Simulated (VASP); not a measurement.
Wanted: the native input for a VASP 6.6.1 run.

| Item | Value |
| --- | --- |
| Task | single point |
| Functional | PBEsol |
| Potentials or basis | VASP PAW PBE potentials, release 64 (Ni, O) |
| Cutoff | 520 eV |
| k mesh | 11 × 11 × 11 |
| Occupations | fermi-dirac, width 0.05 eV |
| Spin | collinear spin, ferromagnetic start |
| Starting moments | [1.0, 0.0] μB |
| Dipole correction | no |
| Further INCAR settings | ALGO = Normal; EDIFF = 1e-07; NBANDS = 19 |

The structure of NiO lies in POSCAR:

```
NiO
1.0
    0.0000000000      1.9985511365      1.9985511365
    1.9985511365      0.0000000000      1.9985511365
    1.9985511365      1.9985511365      0.0000000000
Ni O
1 1
Direct
    0.0000000000      0.0000000000      0.0000000000
    0.5000000000      0.5000000000      0.5000000000
```

These files were run (other wordings do the same):

INCAR

```
  PREC = Accurate
  ENCUT = 520
  EDIFF = 1E-7
  ISMEAR = -1
  SIGMA = 0.05
  LREAL = False
  LASPH = True
  NELM = 150
  ALGO = Normal
  ISIF = 2
  LWAVE = False
  LCHARG = False
  ISPIN = 2
  MAGMOM = 1 0
  LORBIT = 11
  LMAXMIX = 4
  GGA = PS
  NBANDS = 19
```

KPOINTS

```
Automatic mesh
0
Gamma
  11 11 11
```

Potentials or basis: VASP PAW PBE potentials, release 64 (Ni, O).

The run is started by

```sh
$ cat potpaw_PBE.64/Ni/POTCAR potpaw_PBE.64/O/POTCAR > POTCAR
$ mpirun -np 1 vasp_std > vasp.out
```

It gave:

| Quantity | Value |
| --- | --- |
| Pressure | 20.5 GPa |
| Net moment | 0.37 μB per cell |
| Site moments | Ni +0.32; O +0.05 μB |
| Valence electrons inside the program's atomic spheres | Ni 9.34; O 4.99 |

Caveat: the cell stands under pressure; the PAW data sets were made with another functional, which shifts forces and pressure a little.

Wall time 44 s on 1 thread of Intel Xeon 8259CL (shared host), peak memory 0.16 GiB.
